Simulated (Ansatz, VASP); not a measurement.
MgO in VASP and in Ansatz

INCAR

```
PREC = Accurate
ENCUT = 520
EDIFF = 1E-6
ISMEAR = 0
SIGMA = 0.05
LREAL = F
LASPH = T
NELM = 100
ALGO = Normal
ISIF = 2
LWAVE = F
LCHARG = F
GGA = PE
NBANDS = 16
```

Contents of KPOINTS:

```
Automatic mesh
0
Gamma
  9 9 6
```

Contents of POSCAR:

```
MgO
1.0
    3.3924438902      0.0000000000      0.0000000000
   -1.6962219451      2.9379425898      0.0000000000
    0.0000000000      0.0000000000      4.8912256008
Mg O
2 2
Direct
    0.3333333333      0.6666666667     -0.0132065475
    0.6666666667      0.3333333333      0.4867934525
    0.3333333333      0.6666666667      0.3982811987
    0.6666666667      0.3333333333      0.8982811987
```

Input for Ansatz:

```yaml
crystal:
  lattice:
    - [3.3924438902, 0.0, 0.0]
    - [-1.6962219451, 2.9379425898, 0.0]
    - [0.0, 0.0, 4.8912256008]
  atoms:
    - { symbol: Mg, position: [0.3333333333, 0.6666666667, -0.0132065475] }
    - { symbol: Mg, position: [0.6666666667, 0.3333333333, 0.4867934525] }
    - { symbol: O, position: [0.3333333333, 0.6666666667, 0.3982811987] }
    - { symbol: O, position: [0.6666666667, 0.3333333333, 0.8982811987] }
basis:
  ecutwfc: 520.0
kpoints:
  mp_grid: { grid: [9, 9, 6] }
hamiltonian:
  xc: pbe
  pseudopotentials: { kind: paw, azcp: { folder: soft_1 } }
scf:
  occupations: { method: gaussian, width: 0.05 }
output:
  forces: true
  stress: true
  eigenvalues: true
```

Alike in both runs: task single point; functional PBE; k mesh 9 × 9 × 6; occupations gaussian, width 0.05 eV; no spin polarisation.

```csv
,VASP,Ansatz
version,VASP 6.6.1,Ansatz 0.2.0
potentials or method,"VASP PAW PBE potentials, release 64 (Mg, O), cutoff 520 eV","scalar-relativistic, plane waves, PAW"
valence electrons in the cell,16,32
```

|  | VASP | Ansatz | Ansatz less VASP |
| --- | --- | --- | --- |
| gap on the k mesh at the Fermi level (eV) | 3.15 | 3.17 | +0.022 |
| least direct gap on the mesh (eV) | 3.15 | 3.17 | +0.022 |
| pressure (GPa) | -1.9 | -1.4 | +0.47 |
| traceless stress, the component that is largest in VASP (GPa) | 2.01 | 1.96 | -0.050 |
| rms of the force components (eV/Å) | 0.032 | 0.033 | +0.0008 |

Atom by atom the forces differ by 0.001 eV/Å (rms over components). VASP's potentials hold 16 valence electrons a cell and Ansatz's 32, so a difference there can come from the potentials and not from the codes.
